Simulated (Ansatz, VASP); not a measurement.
## Two plane-wave programs on H

Contents of INCAR:

```
SYSTEM = H
ALGO = Normal
EDIFF = 1E-6
ENCUT = 520
GGA = PE
ISIF = 2
ISMEAR = 0
LASPH = .True.
LCHARG = .False.
LREAL = .False.
LWAVE = .False.
NBANDS = 6
NELM = 80
PREC = Accurate
SIGMA = 0.05
```

The input KPOINTS:

```
k-points
0
Gamma
  14 14 34
  0 0 0
```

Contents of POSCAR:

```
H
1.0
    2.6677622679      0.0000000000      0.0000000000
    0.0000000000      2.5226945469      0.1059855496
    0.0000000000      0.0392197168      0.9850031874
H
1
Direct
    0.0000000000      0.0000000000      0.5000000000
```

Input for Ansatz:

```yaml
crystal:
  lattice:
    - [2.6677622679, 0.0, 0.0]
    - [0.0, 2.5226945469, 0.1059855496]
    - [0.0, 0.0392197168, 0.9850031874]
  atoms:
    - { symbol: H, position: [0.0, 0.0, 0.5] }
basis:
  ecutwfc: 420
kpoints:
  mp_grid: { grid: [14, 14, 34] }
hamiltonian:
  xc: pbe
scf:
  occupations: { method: gaussian, width: 0.05 }
output:
  forces: true
  stress: true
  eigenvalues: true
  populations: true
```

Alike in both runs: task single point; functional PBE; k mesh 14 × 14 × 34; occupations gaussian, width 0.05 eV; no spin polarisation.

```csv
,VASP,Ansatz
version,VASP 6.6.1,Ansatz 0.2.0
potentials or method,"VASP PAW PBE potentials, release 64 (H), cutoff 520 eV","scalar-relativistic, plane waves, PAW"
valence electrons in the cell,1,1
```

VASP gave:

* gap on the k mesh at the Fermi level (eV): none
* pressure (GPa): 1.2
* traceless stress, the component that is largest in VASP (GPa): 1.35

Problem. Estimate Ansatz's values.

Solution. gap on the k mesh at the Fermi level (eV): none; pressure (GPa): 1.5; traceless stress, the component that is largest in VASP (GPa): 1.34.

A gap of «none» marks a metal or a gap that the smearing closes.
